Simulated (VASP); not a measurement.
# B3As5 (P-43m) in VASP: further runs

B3As5 is run at these levels: PBE; tasks: single point.

Everything below comes from runs of VASP 6.6.1. Logs are shortened: lines on timing, memory, paths and dates and some standing lists are left out, and cuts for length are marked.

**1. The cell of the first run**

Symmetry: P-43m, No. 215, cubic system. Conventional cell: a = 5.098 Å, b = 5.098 Å, c = 5.098 Å, α = 90.00°, β = 90.00°, γ = 90.00°. Within 3.0 Å of B (site symmetry -42m) lie 6 As at 2.30 to 2.55 Å. Within 3.0 Å of As (site symmetry 3m) lie 3 B at 2.30 Å and 1 As at 2.45 Å. Within 3.2 Å of As (site symmetry -43m) lie 4 As at 2.45 Å and 6 B at 2.55 Å.

**2. Single point, PBE**

INCAR reads:

```
SYSTEM = B3As5
ALGO = Normal ; EDIFF = 1E-6
ENCUT = 500 ; GGA = PE
GGA_COMPAT = .FALSE. ; ISIF = 2
ISMEAR = 0 ; LASPH = .TRUE.
LCHARG = .FALSE. ; LREAL = .FALSE.
LWAVE = .FALSE. ; NBANDS = 27
NELM = 120 ; PREC = Accurate
SIGMA = 0.2
```

KPOINTS reads:

```
k-points
0
G
  3 3 3
  0 0 0
```

POSCAR reads:

```
B3As5
1.0
    5.0984385584      0.0000000000      0.0000000000
    0.0000000000      5.0984385584      0.0000000000
    0.0000000000      0.0000000000      5.0984385584
B As
3 5
Direct
    0.5000000000      0.0000000000      0.0000000000
    0.0000000000      0.5000000000      0.0000000000
    0.0000000000      0.0000000000      0.5000000000
    0.7222793333      0.7222793333      0.7222793333
    0.2777206667      0.2777206667      0.7222793333
    0.2777206667      0.7222793333      0.2777206667
    0.7222793333      0.2777206667      0.2777206667
    0.0000000000      0.0000000000      0.0000000000
```

Potentials or basis: VASP PAW PBE potentials, release 64 (B, As).

The run is started by

```bash
> cat potpaw_PBE.64/B/POTCAR potpaw_PBE.64/As/POTCAR > POTCAR
> mpirun -np 1 vasp_std > vasp.out
```

OUTCAR:

```text
SYSTEM = B3As5
   EDIFF = 1E-6
   ENCUT = 500
   GGA = PE
   ISIF = 2
   ISMEAR = 0
   LASPH = .TRUE.
   LREAL = .FALSE.
   NELM = 120
   PREC = Accurate

 ion  position               nearest neighbor table
   1  0.500  0.000  0.000-   4 2.30   5 2.30   6 2.30   7 2.30
   2  0.000  0.500  0.000-   4 2.30   5 2.30   6 2.30   7 2.30
   3  0.000  0.000  0.500-   4 2.30   5 2.30   6 2.30   7 2.30
   4  0.722  0.722  0.722-   1 2.30   2 2.30   3 2.30   8 2.45
   5  0.278  0.278  0.722-   1 2.30   2 2.30   3 2.30   8 2.45
   6  0.278  0.722  0.278-   1 2.30   2 2.30   3 2.30   8 2.45
   7  0.722  0.278  0.278-   1 2.30   2 2.30   3 2.30   8 2.45
   8  0.000  0.000  0.000-   4 2.45   5 2.45   6 2.45   7 2.45

  LATTYP: Found a simple cubic cell.
 ALAT       =     5.0984385584

  Lattice vectors:

 A1 = (   5.0984385584,   0.0000000000,   0.0000000000)
 A2 = (   0.0000000000,   5.0984385584,   0.0000000000)
 A3 = (   0.0000000000,   0.0000000000,   5.0984385584)

Analysis of symmetry for initial positions (statically):
=====================================================================
 Subroutine PRICEL returns:
 Original cell was already a primitive cell.

 Routine SETGRP: Setting up the symmetry group for a
 simple cubic supercell.

 Subroutine GETGRP returns: Found 24 space group operations
 (whereof 24 operations were pure point group operations)
 out of a pool of 48 trial point group operations.

The static configuration has the point symmetry T_d .

Analysis of symmetry for dynamics (positions and initial velocities):
=====================================================================
 Subroutine PRICEL returns:
 Original cell was already a primitive cell.

 Routine SETGRP: Setting up the symmetry group for a
 simple cubic supercell.

 Subroutine GETGRP returns: Found 24 space group operations
 (whereof 24 operations were pure point group operations)
 out of a pool of 48 trial point group operations.

The dynamic configuration has the point symmetry T_d .

 Subroutine INISYM returns: Found 24 space group operations
 (whereof 24 operations are pure point group operations),
 and found     1 'primitive' translations

----------------------------------------------------------------------------------------

                                     Primitive cell

  volume of cell :     132.5292

  direct lattice vectors                    reciprocal lattice vectors
     5.098438558  0.000000000  0.000000000     0.196138482  0.000000000  0.000000000
     0.000000000  5.098438558  0.000000000     0.000000000  0.196138482  0.000000000
     0.000000000  0.000000000  5.098438558     0.000000000  0.000000000  0.196138482

  length of vectors
     5.098438558  5.098438558  5.098438558     0.196138482  0.196138482  0.196138482

  position of ions in fractional coordinates (direct lattice)
     0.500000000  0.000000000  0.000000000
     0.000000000  0.500000000  0.000000000
     0.000000000  0.000000000  0.500000000
     0.722279333  0.722279333  0.722279333
     0.277720667  0.277720667  0.722279333
     0.277720667  0.722279333  0.277720667
     0.722279333  0.277720667  0.277720667
     0.000000000  0.000000000  0.000000000

  ion indices of the primitive-cell ions
   primitive index   ion index
                 1           1
                 2           2
                 3           3
                 4           4
                 5           5
                 6           6
                 7           7
                 8           8

----------------------------------------------------------------------------------------

 KPOINTS: k-points

Automatic generation of k-mesh.
 Grid dimensions read from file:
 generate k-points for:    3    3    3

 Generating k-lattice:

  Cartesian coordinates                     Fractional coordinates (reciprocal lattice)
     0.065379494  0.000000000  0.000000000     0.333333333  0.000000000  0.000000000
     0.000000000  0.065379494  0.000000000     0.000000000  0.333333333  0.000000000
     0.000000000  0.000000000  0.065379494     0.000000000  0.000000000  0.333333333

  Length of vectors
     0.065379494  0.065379494  0.065379494

  Shift w.r.t. Gamma in fractional coordinates (k-lattice)
     0.000000000  0.000000000  0.000000000

 Subroutine IBZKPT returns following result:
 ===========================================

 Found      4 irreducible k-points:

 Following reciprocal coordinates:
            Coordinates               Weight
  0.000000  0.000000  0.000000      1.000000
  0.333333  0.000000  0.000000      6.000000
  0.333333  0.333333  0.000000     12.000000
  0.333333  0.333333  0.333333      8.000000
   k-points           NKPTS =      4   k-points in BZ     NKDIM =      4   number of bands    NBANDS=     27
   number of dos      NEDOS =    301   number of ions     NIONS =      8
   total plane-waves  NPLWV =  64000
   dimension x,y,z NGX =    40 NGY =   40 NGZ =   40
   dimension x,y,z NGXF=    80 NGYF=   80 NGZF=   80
   ions per type =               3   5
   NGX,Y,Z   is equivalent  to a cutoff of  13.04, 13.04, 13.04 a.u.
   NGXF,Y,Z  is equivalent  to a cutoff of  26.09, 26.09, 26.09 a.u.
 SYSTEM =  B3As5
   PREC   = accura    normal or accurate (medium, high low for compatibility)
   ISTART =      0    job   : 0-new  1-cont  2-samecut
   ICHARG =      2    charge: 1-file 2-atom 10-const
   ISPIN  =      1    spin polarized calculation?
   LNONCOLLINEAR =      F non collinear calculations
   LSORBIT =      F    spin-orbit coupling
   LASPH  =      T    aspherical Exc in radial PAW
   ENCUT  =  500.0 eV  36.75 Ry    6.06 a.u.   9.30  9.30  9.30*2*pi/ulx,y,z
   NELM   =    120;   NELMIN=  2; NELMDL= -5     # of ELM steps
   EDIFF  = 0.1E-05   stopping-criterion for ELM
   LREAL  =      F    real-space projection
   EDIFFG = 0.1E-04   stopping-criterion for IOM
   NSW    =      0    number of steps for IOM
   IBRION =     -1    ionic relax: 0-MD 1-quasi-New 2-CG
   NFREE  =      0    steps in history (QN), initial steepest desc. (CG)
   ISIF   =      2    stress and relaxation
   ISYM   =      2    0-nonsym 1-usesym 2-fastsym
   POTIM  = 0.5000    time-step for ionic-motion
   TEBEG  =    0.0;   TEEND  =   0.0 temperature during run
   PSTRESS=    0.0 pullay stress
   NELECT =      34.0000    total number of electrons
   NUPDOWN=      -1.0000    fix difference up-down
   EMIN   =  10.00;   EMAX   =-10.00  energy-range for DOS
   EFERMI =   0.00;   METHOD = LEGACY
   ISMEAR =     0;   SIGMA  =   0.20  broadening in eV -4-tet -1-fermi 0-gaus
   EFERMI_NEDOS =   21; number of points for ismear=-14 and -15
   IALGO  =     38    algorithm
   IMIX   =      4    mixing-type and parameters
     AMIX     =   0.40;   BMIX     =  1.00
     AMIX_MAG =   1.60;   BMIX_MAG =  1.00
  volume/ion in A,a.u.               =      16.57       111.79
  Fermi-wavevector in a.u.,A,eV,Ry     =   1.040233  1.965755 14.722655  1.082085
  Thomas-Fermi vector in A             =   2.174799
   LORBIT       =      0    0 simple, 1 ext, 2 COOP (PROOUT), +10 PAW based schemes
   GGA     = PE    functional components
   LHFCALC =     F    Hartree Fock is set to
   AEXX    =    0.0000 exact exchange contribution
   IVDW    =     0    specifies the selected vdW correction
   LEPSILON=     F    determine dielectric tensor
   LRPA    =     F    only Hartree local field effects (RPA)
 non-spin polarized calculation
 Gauss-broadening in eV      SIGMA  =   0.20
  energy-cutoff  :      500.00
  volume of cell :      132.53
 maximum number of plane-waves:      3407
 NGX is ok and might be reduce to    40
   NGX = 19   NGY = 19   NGZ = 19

 number of electron      34.0000003 magnetization

 Free energy of the ion-electron system (eV)
  ---------------------------------------------------
  ext. energy  EPLUGINS =         0.00000000
  ---------------------------------------------------
  free energy    TOTEN  =       -37.89011343 eV

  energy without entropy =      -37.88386792  energy(sigma->0) =      -37.88699067

 E-fermi :   5.6193     XC(G=0): -10.1991

 val. band max:        5.3763381250   @ k =   0.0000   0.0000   0.0000
 cond. band min:       5.9175101150   @ k =   0.0000   0.0000   0.0000
 fundamental gap:      0.5411719900
 Fermi energy:         5.6192744575

 k-point     1 :       0.0000    0.0000    0.0000
  band No.  band energies     occupation
      1     -10.1037      2.00000
      2      -5.8074      2.00000
      3      -5.8074      2.00000
      4      -5.8074      2.00000
      5      -4.6819      2.00000
      6      -2.4492      2.00000
[... 19 lines left out ...]
     26       7.7764      0.00000
     27      11.8206      0.00000

 k-point     2 :       0.3333    0.0000    0.0000
  band No.  band energies     occupation
      1      -9.7616      2.00000
      2      -7.2838      2.00000
      3      -5.7245      2.00000
      4      -5.7245      2.00000
      5      -3.8077      2.00000
      6      -2.1990      2.00000
[... 19 lines left out ...]
     26       9.6796      0.00000
     27      10.1050      0.00000

 k-point     3 :       0.3333    0.3333    0.0000
  band No.  band energies     occupation
      1      -9.4540      2.00000
      2      -7.0677      2.00000
      3      -6.7731      2.00000
      4      -6.0168      2.00000
      5      -3.2272      2.00000
      6      -1.8270      2.00000
[... 19 lines left out ...]
     26       9.5250      0.00000
     27      10.6418      0.00000

 k-point     4 :       0.3333    0.3333    0.3333
  band No.  band energies     occupation
      1      -9.1842      2.00000
      2      -6.9296      2.00000
      3      -6.6223      2.00000
      4      -6.6223      2.00000
      5      -3.7754      2.00000
      6      -2.2102      2.00000
[... 19 lines left out ...]
     26       9.8700      0.00000
     27       9.8700      0.00000

------------------------ aborting loop because EDIFF is reached ----------------------------------------

  FORCE on cell =-STRESS in cart. coord.  units (eV):
  Direction    XX          YY          ZZ          XY          YZ          ZX
  --------------------------------------------------------------------------------------
  -------------------------------------------------------------------------------------
  Total        0.7478430      0.7478430      0.7478430     -0.0000000      0.0000000      0.0000000
  in kB        9.0408540      9.0408540      9.0408540     -0.0000000      0.0000000      0.0000000
  external PRESSURE =       9.0408540 kB  Pullay stress =       0.0000000 kB

 VOLUME and BASIS-vectors are now :
 -----------------------------------------------------------------------------
  energy-cutoff  :      500.00
  volume of cell :      132.53
      direct lattice vectors                 reciprocal lattice vectors
     5.098438558  0.000000000  0.000000000     0.196138482  0.000000000  0.000000000
     0.000000000  5.098438558  0.000000000     0.000000000  0.196138482  0.000000000
     0.000000000  0.000000000  5.098438558     0.000000000  0.000000000  0.196138482

 POSITION                                       TOTAL-FORCE (eV/Angst)
 -----------------------------------------------------------------------------------
      2.54922      0.00000      0.00000        -0.000000      0.000000     -0.000000
      0.00000      2.54922      0.00000         0.000000      0.000000     -0.000000
      0.00000      0.00000      2.54922         0.000000      0.000000     -0.000000
      3.68250      3.68250      3.68250        -0.121968     -0.121968     -0.121968
      1.41594      1.41594      3.68250         0.121968      0.121968     -0.121968
      1.41594      3.68250      1.41594         0.121968     -0.121968      0.121968
      3.68250      1.41594      1.41594        -0.121968      0.121968      0.121968
      0.00000      0.00000      0.00000        -0.000000      0.000000     -0.000000
 -----------------------------------------------------------------------------------
    total drift:                                0.000000      0.000000      0.000000

  FREE ENERGIE OF THE ION-ELECTRON SYSTEM (eV)
  ---------------------------------------------------
  free  energy   TOTEN  =       -37.8901134254 eV

  energy  without entropy=      -37.8838679193  energy(sigma->0) =      -37.88699067
```

Run time: 12 s. Hardware: 1 thread of Intel Xeon Platinum 8488C (Sapphire Rapids), shared host; peak memory 0.23 GiB.

What came out:

| Quantity | Value |
| --- | --- |
| Free energy | -37.8901 eV |
| Pressure | 0.9 GPa |
| Largest force | 0.211 eV/Å |
| Band gap on the k mesh | 0.54 eV, direct |

Forces in eV/Å, atoms in the order of the input:
```
B    0.000  0.000  0.000
B    0.000  0.000  0.000
B    0.000  0.000  0.000
As  -0.122 -0.122 -0.122
As   0.122  0.122 -0.122
As   0.122 -0.122  0.122
As  -0.122  0.122  0.122
As   0.000  0.000  0.000
```

Levels at points of the mesh, in eV from the valence-band top:
| k point | band 13 | band 14 | band 15 | band 16 | band 17 | band 18 | band 19 | band 20 | band 21 | band 22 |
| --- | --- | --- | --- | --- | --- | --- | --- | --- | --- | --- |
| (0.00, 0.00, 0.00) | -3.47 | -3.40 | 0.00 | 0.00 | 0.00 | 0.54 | 0.54 | 0.97 | 0.97 | 0.97 |

A k mesh can miss the band edges. PBE gaps usually lie below the measured ones, often by a third to a half.

**3. Single point, PBE**

This run uses another cell than the first one, of 16.40 Å³/atom, 0.990 times its volume.

INCAR reads:

```
SYSTEM = B3As5
PREC = Accurate ; ENCUT = 500
EDIFF = 1E-6 ; ISMEAR = 0
SIGMA = 0.2 ; LREAL = .FALSE.
LASPH = .TRUE. ; NELM = 120
ALGO = Normal ; ISIF = 2
LWAVE = .FALSE. ; LCHARG = .FALSE.
GGA = PE ; NBANDS = 27
GGA_COMPAT = .FALSE.
```

KPOINTS reads:

```
Automatic mesh
0
G
  3 3 3
  0 0 0
```

POSCAR reads:

```
B3As5
1.0
    5.0814304336      0.0000000000      0.0000000000
    0.0000000000      5.0814304336      0.0000000000
    0.0000000000      0.0000000000      5.0814304336
B As
3 5
Direct
    0.5000000000      0.5000000000      0.0000000000
    0.5000000000      0.0000000000      0.5000000000
    0.0000000000      0.5000000000      0.5000000000
    0.2802179972      0.7197820028      0.7197820028
    0.7197820028      0.7197820028      0.2802179972
    0.7197820028      0.2802179972      0.7197820028
    0.2802179972      0.2802179972      0.2802179972
    0.0000000000      0.0000000000      0.0000000000
```

Potentials or basis: VASP PAW PBE potentials, release 64 (B, As).

The run is started by

```bash
> cat potpaw_PBE.64/B/POTCAR potpaw_PBE.64/As/POTCAR > POTCAR
> mpirun -np 1 vasp_std > vasp.out
```

Wall time 13 s (1 thread of Intel Xeon Platinum 8488C (Sapphire Rapids), shared host); peak memory 0.23 GiB.

The run converged. Its results:

```
Free energy            : -40.8676 eV
Pressure               : 0.6 GPa
Largest force          : 0.038 eV/Å
Band gap on the k mesh : zero (band 17 reaches 6.24 eV, above the bottom of band 18 at 6.14 eV)
```

Forces on the atoms (eV/Å):
```
B    0.000  0.000  0.000
B    0.000  0.000  0.000
B    0.000  0.000  0.000
As   0.022 -0.022 -0.022
As  -0.022 -0.022  0.022
As  -0.022  0.022 -0.022
As   0.022  0.022  0.022
As   0.000  0.000  0.000
```

Levels at points of the mesh, in eV from the Fermi level:
| k point | band 15 | band 16 | band 17 | band 18 | band 19 | band 20 |
| --- | --- | --- | --- | --- | --- | --- |
| (0.00, 0.00, 0.00) | -1.81 | -1.81 | -1.81 | -0.18 | -0.18 | -0.18 |

Caveat: the k points lie up to 0.41 Å⁻¹ apart.
